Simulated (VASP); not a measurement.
# Hf (Fm-3m) in VASP: further runs

Hf is run at these levels: r2SCAN; tasks: relaxation of cell and atoms.

All numbers are computed with VASP 6.6.1; they aren't measurements. Logs are shortened: lines on timing, memory, paths and dates and some standing lists are left out, and cuts for length are marked.

## 1. The cell of the first run

Symmetry: Fm-3m, No. 225, cubic system. Conventional cell: a = 4.470 Å, b = 4.470 Å, c = 4.470 Å, α = 90.00°, β = 90.00°, γ = 90.00°. Hf (site symmetry m-3m) has 12 Hf at 3.16 Å within 4.2 Å.

This isn't the form of Hf at room conditions, which is hcp.

## 2. Relaxation of cell and atoms, r2SCAN

POSCAR reads:

```
Hf
1.0
    0.0000000000      2.2350000000      2.2350000000
    2.2350000000      0.0000000000      2.2350000000
    2.2350000000      2.2350000000      0.0000000000
Hf
1
Direct
    0.0000000000      0.0000000000      0.0000000000
```

INCAR.step1 reads:

```
PREC = Accurate
ENCUT = 550
ISMEAR = -1
SIGMA = 0.1
LREAL = F
LASPH = T
NELM = 120
GGA = PE
ALGO = Normal
EDIFF = 1E-5
LWAVE = T
LCHARG = F
GGA_COMPAT = F
IBRION = 2
ISIF = 3
EDIFFG = -0.005
NELMIN = 4
NSW = 100
```

INCAR.step2 reads:

```
PREC = Accurate
ENCUT = 550
EDIFF = 1E-7
ISMEAR = -1
SIGMA = 0.1
LREAL = F
LASPH = T
NELM = 120
ALGO = Normal
ISIF = 3
LWAVE = F
LCHARG = F
METAGGA = R2SCAN
LMIXTAU = T
IBRION = 2
NSW = 80
EDIFFG = -0.02
ISTART = 1
GGA_COMPAT = F
NELMIN = 4
```

KPOINTS reads:

```
regular mesh
0
Gamma
  10 10 10
```

Potentials or basis: VASP PAW PBE potentials, release 64 (Hf_pv).

Started as:

```bash
$ cat potpaw_PBE.64/Hf_pv/POTCAR > POTCAR
$ cp INCAR.step1 INCAR
$ mpirun -np 1 vasp_std > vasp.out
$ cp INCAR.step2 INCAR
$ mpirun -np 1 vasp_std > vasp.out
```

OUTCAR:

```text
PREC = Accurate
   ENCUT = 550
   EDIFF = 1E-7
   ISMEAR = -1
   LREAL = F
   LASPH = T
   NELM = 120
   ISIF = 3
   METAGGA = R2SCAN
   IBRION = 2
   NSW = 80
   EDIFFG = -0.02
   ISTART = 1
   NELMIN = 4

 ion  position               nearest neighbor table
   1  0.000  0.000  0.000-

  LATTYP: Found a face centered cubic cell.
 ALAT       =     4.4700000000

  Lattice vectors:

 A1 = (   0.0000000000,   2.2350000000,   2.2350000000)
 A2 = (   2.2350000000,   0.0000000000,   2.2350000000)
 A3 = (   2.2350000000,   2.2350000000,   0.0000000000)

Analysis of symmetry for initial positions (statically):
=====================================================================
 Subroutine PRICEL returns:
 Original cell was already a primitive cell.

 Routine SETGRP: Setting up the symmetry group for a
 face centered cubic supercell.

 Subroutine GETGRP returns: Found 48 space group operations
 (whereof 48 operations were pure point group operations)
 out of a pool of 48 trial point group operations.

The static configuration has the point symmetry O_h .

Analysis of symmetry for dynamics (positions and initial velocities):
=====================================================================
 Subroutine PRICEL returns:
 Original cell was already a primitive cell.

 Routine SETGRP: Setting up the symmetry group for a
 face centered cubic supercell.

 Subroutine GETGRP returns: Found 48 space group operations
 (whereof 48 operations were pure point group operations)
 out of a pool of 48 trial point group operations.

The dynamic configuration has the point symmetry O_h .

 Subroutine INISYM returns: Found 48 space group operations
 (whereof 48 operations are pure point group operations),
 and found     1 'primitive' translations

----------------------------------------------------------------------------------------

                                     Primitive cell

  volume of cell :      22.3287

  direct lattice vectors                    reciprocal lattice vectors
     0.000000000  2.235000000  2.235000000    -0.223713647  0.223713647  0.223713647
     2.235000000  0.000000000  2.235000000     0.223713647 -0.223713647  0.223713647
     2.235000000  2.235000000  0.000000000     0.223713647  0.223713647 -0.223713647

  length of vectors
     3.160767312  3.160767312  3.160767312     0.387483402  0.387483402  0.387483402

  position of ions in fractional coordinates (direct lattice)
     0.000000000  0.000000000  0.000000000

  ion indices of the primitive-cell ions
   primitive index   ion index
                 1           1

----------------------------------------------------------------------------------------

 KPOINTS: regular mesh

Automatic generation of k-mesh.
 Grid dimensions read from file:
 generate k-points for:   10   10   10

 Generating k-lattice:

  Cartesian coordinates                     Fractional coordinates (reciprocal lattice)
    -0.022371365  0.022371365  0.022371365     0.100000000  0.000000000  0.000000000
     0.022371365 -0.022371365  0.022371365     0.000000000  0.100000000  0.000000000
     0.022371365  0.022371365 -0.022371365     0.000000000  0.000000000  0.100000000

  Length of vectors
     0.038748340  0.038748340  0.038748340

  Shift w.r.t. Gamma in fractional coordinates (k-lattice)
     0.000000000  0.000000000  0.000000000

 Subroutine IBZKPT returns following result:
 ===========================================

 Found     47 irreducible k-points:

 Following reciprocal coordinates:
            Coordinates               Weight
  0.000000  0.000000  0.000000      1.000000
  0.100000  0.000000  0.000000      8.000000
  0.200000  0.000000  0.000000      8.000000
  0.300000  0.000000  0.000000      8.000000
  0.400000  0.000000  0.000000      8.000000
  0.500000  0.000000  0.000000      4.000000
[... 16 lines left out ...]
  0.300000  0.300000  0.000000      6.000000
  0.400000  0.300000  0.000000     24.000000
 [... further k-points ...]
   k-points           NKPTS =     47   k-points in BZ     NKDIM =     47   number of bands    NBANDS=      9
   number of dos      NEDOS =    301   number of ions     NIONS =      1
   total plane-waves  NPLWV =  13824
   dimension x,y,z NGX =    24 NGY =   24 NGZ =   24
   dimension x,y,z NGXF=    48 NGYF=   48 NGZF=   48
   ions per type =               1
   NGX,Y,Z   is equivalent  to a cutoff of  12.62, 12.62, 12.62 a.u.
   NGXF,Y,Z  is equivalent  to a cutoff of  25.25, 25.25, 25.25 a.u.
 SYSTEM =  unknown system
   PREC   = accura    normal or accurate (medium, high low for compatibility)
   ISTART =      1    job   : 0-new  1-cont  2-samecut
   ICHARG =      0    charge: 1-file 2-atom 10-const
   ISPIN  =      1    spin polarized calculation?
   LNONCOLLINEAR =      F non collinear calculations
   LSORBIT =      F    spin-orbit coupling
   LASPH  =      T    aspherical Exc in radial PAW
   ENCUT  =  550.0 eV  40.42 Ry    6.36 a.u.   6.04  6.04  6.04*2*pi/ulx,y,z
[... 48 lines left out ...]

 E-fermi :   4.6208     XC(G=0): -12.1822

 val. band max:        4.5886515343   @ k =   0.3000   0.0000   0.0000
 cond. band min:       4.7029298025   @ k =   0.4000   0.0000   0.0000
 fundamental gap:      0.1142782681
 Fermi energy:         4.6208269797

 k-point     1 :       0.0000    0.0000    0.0000
  band No.  band energies     occupation
      1     -26.4848      2.00000
      2     -26.4848      2.00000
      3     -26.4848      2.00000
      4      -2.9414      2.00000
      5       6.2268      0.00000
      6       6.2268      0.00000
      7       6.2268      0.00000
      8       9.2284      0.00000
      9       9.2284      0.00000

 k-point     2 :       0.1000    0.0000    0.0000
  band No.  band energies     occupation
      1     -26.5708      2.00000
      2     -26.4956      2.00000
      3     -26.4956      2.00000
      4      -2.5821      2.00000
      5       5.8528      0.00001
      6       6.3909      0.00000
      7       6.3909      0.00000
      8       9.0517      0.00000
      9       9.0517      0.00000

 k-point     3 :       0.2000    0.0000    0.0000
  band No.  band energies     occupation
      1     -26.7902      2.00000
      2     -26.5236      2.00000
      3     -26.5236      2.00000
      4      -1.6032      2.00000
      5       5.1047      0.01571
      6       6.6382      0.00000
      7       6.6382      0.00000
      8       8.9430      0.00000
      9       8.9430      0.00000

 k-point     4 :       0.3000    0.0000    0.0000
  band No.  band energies     occupation
      1     -27.0513      2.00000
      2     -26.5579      2.00000
      3     -26.5579      2.00000
      4      -0.3394      2.00000
      5       4.5887      1.15950
      6       6.4820      0.00000
      7       6.4820      0.00000
      8       9.6173      0.00000
      9       9.6173      0.00000

 k-point     5 :       0.4000    0.0000    0.0000
  band No.  band energies     occupation
      1     -27.2549      2.00000
      2     -26.5855      2.00000
      3     -26.5855      2.00000
      4       0.6033      2.00000
      5       4.7029      0.61109
      6       6.1649      0.00000
      7       6.1649      0.00000
      8      10.7327      0.00000
      9      10.7327      0.00000

 k-point     6 :       0.5000    0.0000    0.0000
  band No.  band energies     occupation
      1     -27.3311      2.00000
      2     -26.5959      2.00000
      3     -26.5959      2.00000
      4       0.8821      2.00000
      5       4.9958      0.04596
      6       6.0307      0.00000
      7       6.0307      0.00000
      8      11.3196      0.00000
      9      11.3196      0.00000
[... 169 lines left out ...]
 k-point    21 :      -0.3000    0.2000    0.0000
  band No.  band energies     occupation
      1     -27.1339      2.00000
      2     -26.8008      2.00000
      3     -26.5967      2.00000
      4       1.4952      2.00000
      5       4.2177      1.96512
      6       4.9060      0.10914
      7       7.1834      0.00000
      8       9.1220      0.00000
      9      12.2437      0.00000

 k-point    22 :      -0.2000    0.2000    0.0000
  band No.  band energies     occupation
      1     -27.0095      2.00000
      2     -26.7203      2.00000
      3     -26.5537      2.00000
      4       0.2785      2.00000
      5       4.3464      1.87915
      6       5.6188      0.00009
      7       7.5131      0.00000
      8       7.9070      0.00000
      9      11.2116      0.00000

 k-point    23 :       0.3000    0.3000    0.0000
  band No.  band energies     occupation
      1     -27.0245      2.00000
      2     -26.6833      2.00000
      3     -26.6833      2.00000
      4       0.4328      2.00000
      5       3.4212      1.99999
      6       5.8546      0.00001
      7       8.7065      0.00000
      8       8.7065      0.00000
      9      10.5384      0.00000

 k-point    24 :       0.4000    0.3000    0.0000
  band No.  band energies     occupation
      1     -27.1329      2.00000
      2     -26.7444      2.00000
      3     -26.7168      2.00000
      4       1.1805      2.00000
      5       3.1166      2.00000
      6       5.5462      0.00019
      7       9.0074      0.00000
      8       9.9871      0.00000
      9      11.2026      0.00000

 [... further k-points ...]
[... 5 lines left out ...]
  --------------------------------------------------------------------------------------
  -------------------------------------------------------------------------------------
  Total        0.0152214      0.0152214      0.0152214     -0.0000000     -0.0000000     -0.0000000
  in kB        1.0921992      1.0921992      1.0921992     -0.0000000     -0.0000000     -0.0000000
  external PRESSURE =       1.0921992 kB  Pullay stress =       0.0000000 kB

 VOLUME and BASIS-vectors are now :
 -----------------------------------------------------------------------------
  energy-cutoff  :      550.00
  volume of cell :       22.33
      direct lattice vectors                 reciprocal lattice vectors
     0.000000000  2.235000000  2.235000000    -0.223713647  0.223713647  0.223713647
     2.235000000  0.000000000  2.235000000     0.223713647 -0.223713647  0.223713647
     2.235000000  2.235000000  0.000000000     0.223713647  0.223713647 -0.223713647

 POSITION                                       TOTAL-FORCE (eV/Angst)
 -----------------------------------------------------------------------------------
      0.00000      0.00000      0.00000         0.000000      0.000000      0.000000
 -----------------------------------------------------------------------------------
    total drift:                               -0.000000      0.000000     -0.000000

  FREE ENERGIE OF THE ION-ELECTRON SYSTEM (eV)
  ---------------------------------------------------
  free  energy   TOTEN  =       -45.0875198568 eV

  energy  without entropy=      -45.0415628518  energy(sigma->0) =      -45.06454135

 reached required accuracy - stopping structural energy minimisation
```

Wall time 24 s (1 thread of Intel Xeon Platinum 8488C (Sapphire Rapids), shared host); peak memory 0.14 GiB.

What came out:

| Item | Value |
| --- | --- |
| Free energy | -45.0875 eV |
| Pressure after relaxing | 0.1 GPa |
| Band gap on the k mesh | zero (bands 5 and 6 overlap by 1.98 eV) |

Final structure:
```
Hf
1.0
     0.00000    2.23500    2.23500
     2.23500    0.00000    2.23500
     2.23500    2.23500    0.00000
Hf
1
Direct
  0.00000 0.00000 0.00000
```

Caveat: the relaxation stopped at its first step, so nothing moved; the PAW data sets were made with another functional, which shifts forces and pressure a little; spin-orbit coupling is left out, which moves the levels of the heavy elements.

[end of part 1 of 2]
